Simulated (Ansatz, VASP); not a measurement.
Two plane-wave programs on Sr

```
CELL_PARAMETERS angstrom
7.93531 0.00000 0.00000
-3.96765 6.87218 0.00000
0.00000 0.00000 4.00384
ATOMIC_POSITIONS crystal
Sr 0.00000 0.50000 0.50000
Sr 0.50000 0.00000 0.50000
Sr 0.50000 0.50000 0.50000
```

Alike in both runs: functional PBE; k mesh 3 × 3 × 4; occupations gaussian, width 0.1 eV; no spin polarisation.

Ansatz relaxed the structure, and its values are those at the end. VASP's run is a single point on that final structure, the one shown.

|  | VASP | Ansatz |
| --- | --- | --- |
| version | VASP 6.6.1 | Ansatz 0.2.0 |
| potentials or method | VASP PAW PBE potentials, release 64 (Sr_sv), cutoff 520 eV | scalar-relativistic, plane waves, PAW |
| valence electrons in the cell | 30 | 30 |

|  | VASP | Ansatz | Ansatz less VASP |
| --- | --- | --- | --- |
| gap on the k mesh at the Fermi level (eV) | none | none | - |
| pressure (GPa) | 0.1 | 0.1 | 0.00 |

A gap of «none» marks a metal or a gap that the smearing closes. The functional is the same, so the differences come from potentials, cutoffs and numerics.

The k mesh is coarse, so the values compare programs but aren't converged.
